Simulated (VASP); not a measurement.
Here is a VASP 6.6.1 calculation.

INCAR

```
SYSTEM = P2W
PREC = Accurate
ENCUT = 500
EDIFF = 1E-6
ISMEAR = -1
SIGMA = 0.15
LREAL = .FALSE.
LASPH = .TRUE.
NELM = 120
ALGO = Normal
ISIF = 2
LWAVE = .FALSE.
LCHARG = .FALSE.
NBANDS = 33
GGA_COMPAT = .FALSE.
```

KPOINTS

```
regular mesh
0
G
  12 12 8
  0 0 0
```

The input POSCAR:

```
P2W
1.0
    1.5670948881     -5.5409345272      0.0000000000
    1.5670948881      5.5409345272      0.0000000000
    0.0000000000      0.0000000000      4.9300198165
P W
4 2
Direct
    0.5701044708      0.4298955292      0.1174682806
    0.4298955292      0.5701044708      0.6174682806
    0.7029775419      0.2970224581      0.7994702688
    0.2970224581      0.7029775419      0.2994702688
    0.9068059079      0.0931940921      0.0000614506
    0.0931940921      0.9068059079      0.5000614506
```

Potentials or basis: VASP PAW LDA potentials, release 64 (P, W_sv).

Run with:

```sh
$ cat potpaw_LDA.64/P/POTCAR potpaw_LDA.64/W_sv/POTCAR > POTCAR
$ mpirun -np 1 vasp_std > vasp.out
```

(1) Predict the largest force.

(2) What does it give for the band gap on the k mesh?

(3) Predict the pressure.

Answers

(1) 0.066 eV/Å.

(2) zero (bands 24 and 25 overlap by 0.53 eV).

(3) 0.5 GPa.

Caveat: spin-orbit coupling is left out, which moves the levels of the heavy elements.
